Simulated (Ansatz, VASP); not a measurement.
Two plane-wave programs on SiC2N4

Contents of INCAR:

```
ALGO = Normal
EDIFF = 1E-8
ENCUT = 1000
GGA = CA
GGA_COMPAT = F
ISIF = 2
ISMEAR = 0
LASPH = T
LCHARG = F
LEFG = T
LREAL = F
LWAVE = F
NBANDS = 45
NELM = 120
PREC = Accurate
SIGMA = 0.01
```

The input KPOINTS:

```
k-points
0
Gamma
  4 4 4
```

Contents of POSCAR:

```
SiC2N4
1.0
    6.6305330479      0.0000000000      0.0000000000
    0.0000000000      6.6305330479      0.0000000000
    0.0000000000      0.0000000000      6.6305330479
Si C N
2 4 8
Direct
    0.0000000000      0.0000000000      0.0000000000
    0.5000000000      0.5000000000      0.5000000000
    0.7500000000      0.7500000000      0.7500000000
    0.7500000000      0.2500000000      0.2500000000
    0.2500000000      0.2500000000      0.7500000000
    0.2500000000      0.7500000000      0.2500000000
    0.8545680737      0.8545680737      0.8545680737
    0.6454319263      0.3545680737      0.3545680737
    0.1454319263      0.1454319263      0.8545680737
    0.3545680737      0.6454319263      0.3545680737
    0.8545680737      0.1454319263      0.1454319263
    0.6454319263      0.6454319263      0.6454319263
    0.1454319263      0.8545680737      0.1454319263
    0.3545680737      0.3545680737      0.6454319263
```

Input for Ansatz:

```yaml
crystal:
  lattice:
    - [6.6305330479, 0.0, 0.0]
    - [0.0, 6.6305330479, 0.0]
    - [0.0, 0.0, 6.6305330479]
  atoms:
    - { symbol: Si, position: [0.0, 0.0, 0.0] }
    - { symbol: Si, position: [0.5, 0.5, 0.5] }
    - { symbol: C, position: [0.75, 0.75, 0.75] }
    - { symbol: C, position: [0.75, 0.25, 0.25] }
    - { symbol: C, position: [0.25, 0.25, 0.75] }
    - { symbol: C, position: [0.25, 0.75, 0.25] }
    - { symbol: "N", position: [0.8545680737, 0.8545680737, 0.8545680737] }
    - { symbol: "N", position: [0.6454319263, 0.3545680737, 0.3545680737] }
    - { symbol: "N", position: [0.1454319263, 0.1454319263, 0.8545680737] }
    - { symbol: "N", position: [0.3545680737, 0.6454319263, 0.3545680737] }
    - { symbol: "N", position: [0.8545680737, 0.1454319263, 0.1454319263] }
    - { symbol: "N", position: [0.6454319263, 0.6454319263, 0.6454319263] }
    - { symbol: "N", position: [0.1454319263, 0.8545680737, 0.1454319263] }
    - { symbol: "N", position: [0.3545680737, 0.3545680737, 0.6454319263] }
basis:
  ecutwfc: 420
kpoints:
  mp_grid: { grid: [4, 4, 4] }
hamiltonian:
  xc: lda
scf:
  occupations: { method: fixed }
output:
  forces: true
  stress: true
  eigenvalues: true
  efg: {}
checkpoint:
  read: start.run
  write: ck
  compress: false
  write_wavefunctions: false
  write_every: 100000
```

Alike in both runs: task electric field gradients; functional LDA; k mesh 4 × 4 × 4; no spin polarisation.

```csv
,VASP,Ansatz
version,VASP 6.6.1,Ansatz 0.2.0
potentials or method,"VASP PAW LDA potentials, release 64 (Si, C_h, N_h), cutoff 1000 eV","scalar-relativistic, plane waves, PAW"
occupations,"gaussian, width 0.01 eV",fixed
valence electrons in the cell,64,64
```

VASP gave:

```
gap on the k mesh at the Fermi level (eV)            : 4.21
least direct gap on the mesh (eV)                    : 4.22
rms of the force components (eV/Å)                   : 0.025
size of Vzz on the site where it differs most (V/Å²) : 47.0
```

Task: Estimate Ansatz's values.

Result: gap on the k mesh at the Fermi level (eV): 4.22; least direct gap on the mesh (eV): 4.23; rms of the force components (eV/Å): 0.001; size of Vzz on the site where it differs most (V/Å²): 27.8.

LDA's correlation is that of Perdew and Zunger in VASP and of Perdew and Wang (1992) in Ansatz. Atom by atom the forces differ by 0.026 eV/Å (rms over components).
